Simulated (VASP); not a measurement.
MgB2: single point with r2SCAN

The system is MgB2.

```
Mg B
1.0
     3.12560    0.00000    0.00000
    -1.56280    2.70685    0.00000
     0.00000    0.00000    3.56936
Mg B
1 2
Direct
  0.00000 0.00000 0.00000
  0.66667 0.33333 0.50000
  0.33333 0.66667 0.50000
```

```json
{
 "Program": "VASP 6.6.1",
 "Task": "single point",
 "Functional": "r2SCAN",
 "Potentials or basis": "VASP PAW PBE potentials, release 64 (Mg, B)",
 "Cutoff": "520 eV",
 "k mesh": "10 × 10 × 8",
 "Occupations": "fermi-dirac, width 0.05 eV",
 "Spin": "no spin polarisation"
}
```

The pressure is -8.0 GPa. The band gap on the k mesh is zero (band 4 reaches 6.18 eV, above the bottom of band 5 at 3.69 eV).

Stress tensor (GPa, compression positive):
```
-8.60  0.00  0.00
 0.00 -8.60  0.00
 0.00  0.00 -6.65
```

Levels at points of the mesh, in eV from the Fermi level:
| k point | band 1 | band 2 | band 3 | band 4 | band 5 | band 6 | band 7 | band 8 |
| --- | --- | --- | --- | --- | --- | --- | --- | --- |
| (0.00, 0.00, 0.00) | -13.01 | -3.08 | 0.32 | 0.32 | 1.81 | 6.41 | 6.41 | 8.00 |
| (0.50, 0.00, 0.00) | -9.10 | -8.15 | -2.31 | 0.18 | 3.16 | 3.97 | 5.53 | 7.45 |
| (0.00, 0.00, 0.50) | -11.79 | -7.59 | 0.70 | 0.70 | 6.75 | 6.75 | 8.30 | 9.72 |
| (0.50, 0.00, 0.50) | -8.13 | -7.26 | -3.69 | -2.01 | -1.25 | 5.72 | 9.20 | 9.25 |

It took 32 s on 1 thread of Intel(R) Xeon(R) 6975P-C (Granite Rapids), with other jobs on the host, peak memory 0.16 GiB.

Caveat: the PAW data sets were made with another functional, which shifts forces and pressure a little.
